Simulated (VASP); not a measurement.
The system is SiO2.

```
Si O
1.0
     5.06907    0.00000    0.00000
    -2.53454    4.38995    0.00000
     0.00000    0.00000    8.55849
Si O
4 8
Direct
  0.33333 0.66667 0.43713
  0.33333 0.66667 0.06287
  0.66667 0.33333 0.56287
  0.66667 0.33333 0.93713
  0.42126 0.00000 0.00000
  0.33333 0.66667 0.25000
  0.66667 0.33333 0.75000
  0.00000 0.57874 0.50000
  0.57874 0.57874 0.00000
  0.57874 0.00000 0.50000
  0.42126 0.42126 0.50000
  0.00000 0.42126 0.00000
```

Base run:

```yaml
Program: VASP 6.6.1
Functional: r2SCAN
Potentials_or_basis: VASP PAW PBE potentials, release 64 (Si, O)
Cutoff: 660 eV
k_mesh: 6 × 6 × 4
Occupations: gaussian, width 0.01 eV
Spin: no spin polarisation
```

Its results: band gap on the k mesh 6.18 eV (least direct gap 6.22 eV); pressure -0.1 GPa; largest force 0.024 eV/Å.

Q: The run is repeated on the same cell with these changes: functional from r2SCAN to PBEsol; cutoff from 660 eV to 600 eV; k mesh from 6 × 6 × 4 to 6 × 6 × 2. What comes out?

A: Band gap on the k mesh 5.63 eV (least direct gap 5.65 eV); pressure 2.3 GPa; largest force 0.159 eV/Å.

Several settings changed at once.

Caveats: the PAW data sets were made with another functional, which shifts forces and pressure a little.

A k mesh can miss the band edges.
